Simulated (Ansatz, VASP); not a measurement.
One calculation of HfO2, two programs

File INCAR:

```
PREC     = Accurate       # precision mode
ENCUT    = 520            # plane-wave cutoff, eV
EDIFF    = 1E-7           # SCF threshold, eV
ISMEAR   = 0              # smearing method
SIGMA    = 0.05           # smearing width, eV
LREAL    = False          # projectors in reciprocal space
LASPH    = True           # aspherical terms in the spheres
NELM     = 80             # most SCF steps
ALGO     = Normal         # electronic algorithm
ISIF     = 2              # what is computed and relaxed
LWAVE    = False          # write WAVECAR
LCHARG   = False          # write CHGCAR
GGA      = PE             # functional
NBANDS   = 31             # bands
```

File KPOINTS:

```
Automatic mesh
0
Gamma
  6 6 6
```

POSCAR

```
HfO2
1.0
    0.0000000000     -2.5489194559     -2.5489194559
    0.0000000000      2.5489194559     -2.5489194559
    5.0978389119      0.0000000000      0.0000000000
Hf O
2 4
Direct
    0.5102788654      0.4897211346      0.5000000000
   -0.0102788654      0.0102788654      0.0000000000
    0.0000749786      0.5000749786      0.6634927549
    0.4999250214     -0.0000749786      0.3365072451
    0.0000749786      0.5000749786      0.1634927549
    0.4999250214     -0.0000749786      0.8365072451
```

Input for Ansatz:

```yaml
crystal:
  lattice:
    - [0.0, -2.5489194559, -2.5489194559]
    - [0.0, 2.5489194559, -2.5489194559]
    - [5.0978389119, 0.0, 0.0]
  atoms:
    - { symbol: Hf, position: [0.5102788654, 0.4897211346, 0.5] }
    - { symbol: Hf, position: [-0.0102788654, 0.0102788654, 0.0] }
    - { symbol: O, position: [7.49786e-05, 0.5000749786, 0.6634927549] }
    - { symbol: O, position: [0.4999250214, -7.49786e-05, 0.3365072451] }
    - { symbol: O, position: [7.49786e-05, 0.5000749786, 0.1634927549] }
    - { symbol: O, position: [0.4999250214, -7.49786e-05, 0.8365072451] }
basis:
  ecutwfc: 520.0
kpoints:
  mp_grid: { grid: [6, 6, 6] }
hamiltonian:
  xc: pbe
  pseudopotentials: { kind: paw, azcp: { folder: soft_1 } }
scf:
  occupations: { method: gaussian, width: 0.05 }
output:
  forces: true
  stress: true
  eigenvalues: true
```

Change from the starting cell: mode 1 frozen in at -0.441 Å and mode 5 at -0.052 Å (largest displacements).

Alike in both runs: task single point; functional PBE; k mesh 6 × 6 × 6; occupations gaussian, width 0.05 eV; no spin polarisation.

|  | VASP | Ansatz |
| --- | --- | --- |
| version | VASP 6.6.1 | Ansatz 0.2.0 |
| potentials or method | VASP PAW PBE potentials, release 64 (Hf_pv, O), cutoff 520 eV | scalar-relativistic, plane waves, PAW |
| valence electrons in the cell | 44 | 76 |

Ansatz gave:

| Property | Result |
| --- | --- |
| gap on the k mesh at the Fermi level (eV) | 4.38 |
| least direct gap on the mesh (eV) | 4.56 |
| pressure (GPa) | 18.4 |
| traceless stress, the component that is largest in VASP (GPa) | 6.58 |
| rms of the force components (eV/Å) | 0.830 |

Estimate VASP's values.

gap on the k mesh at the Fermi level (eV): 4.33; least direct gap on the mesh (eV): 4.51; pressure (GPa): 15.3; traceless stress, the component that is largest in VASP (GPa): 7.03; rms of the force components (eV/Å): 0.810.

Atom by atom the forces differ by 0.026 eV/Å (rms over components). VASP's potentials hold 44 valence electrons a cell and Ansatz's 76, so a difference there can come from the potentials and not from the codes.

Neither program's run includes spin-orbit coupling.
